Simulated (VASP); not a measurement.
Set up this calculation in VASP 6.6.1, as the native input.

| Property | Result |
| --- | --- |
| Task | relaxation of cell and atoms |
| Functional | PBE |
| Potentials or basis | VASP PAW PBE potentials, release 64 (Pr_3, B), 4f in core |
| Cutoff | 500 eV |
| k mesh | 4 × 4 × 3 |
| Occupations | gaussian, width 0.2 eV |
| Spin | no spin polarisation |
| Dipole correction | no |
| Mended | yes |
| Further INCAR settings | ALGO = Normal; EDIFF = 1e-07; IBRION = 2; EDIFFG = -0.08; NSW = 36; ISIF = 3 |

The structure of Pr2B lies in POSCAR:

```
Pr2B
1.0
    2.1665638700     -4.8093084700      0.0000000000
    2.1665638700      4.8093084700      0.0000000000
    0.0000000000      0.0000000000      6.7547454600
Pr B
4 2
Direct
    0.0000000000      0.0000000000      0.0000000000
    0.0000000000      0.0000000000      0.5000000000
    0.3068620000      0.6931380000      0.7500000000
    0.6931380000      0.3068620000      0.2500000000
    0.6218119900      0.3781880100      0.7500000000
    0.3781880100      0.6218119900      0.2500000000
```

The cell was built from a structure type or drawn by symmetry, and may not be a known phase.

These files were run (other wordings do the same):

INCAR

```
  PREC = Accurate
  ENCUT = 500
  EDIFF = 1E-7
  ISMEAR = 0
  SIGMA = 0.2
  LREAL = F
  LASPH = T
  NELM = 200
  ALGO = Normal
  ISIF = 3
  LWAVE = F
  LCHARG = F
  GGA = PE
  IBRION = 2
  NSW = 36
  EDIFFG = -0.08
  GGA_COMPAT = F
  NELMIN = 4
  LMAXMIX = 6
```

KPOINTS

```
regular mesh
0
Gamma
  4 4 3
```

Potentials or basis: VASP PAW PBE potentials, release 64 (Pr_3, B), 4f in core.

The run is started by

```sh
$ cat potpaw_PBE.64/Pr_3/POTCAR potpaw_PBE.64/B/POTCAR > POTCAR
$ mpirun -np 1 vasp_std > vasp.out
```

Results of the run:

```
Relaxed volume                        : 25.58 Å³/atom
Relaxed cell                          : a = 6.304 Å, b = 6.304 Å, c = 6.664 Å, α = 90.00°, β = 90.00°, γ = 144.57°
Space group after relaxing (to 0.1 Å) : Cmcm (No. 63)
Energy gained by relaxing             : 179.5 meV/atom
Ionic steps                           : 17
Pressure after relaxing               : 0.1 GPa
Largest force after relaxing          : 0.068 eV/Å
Band gap on the k mesh                : zero (bands 25 and 26 overlap by 0.31 eV)
```

Caveat: the k points lie up to 0.43 Å⁻¹ apart in the final cell; a cell axis changed by over 15 % at a fixed basis, so the end point is rough; spin-orbit coupling is left out, which moves the levels of the heavy elements; the 4f electrons are frozen in the core, so they carry no moment and show no levels; the relaxation stopped at a loose force limit of 0.08 eV/Å, so its end isn't a converged minimum.

Run time: 8 min on 1 thread of Intel(R) Xeon(R) 6975P-C (Granite Rapids), with other jobs on the host, peak memory 0.31 GiB.
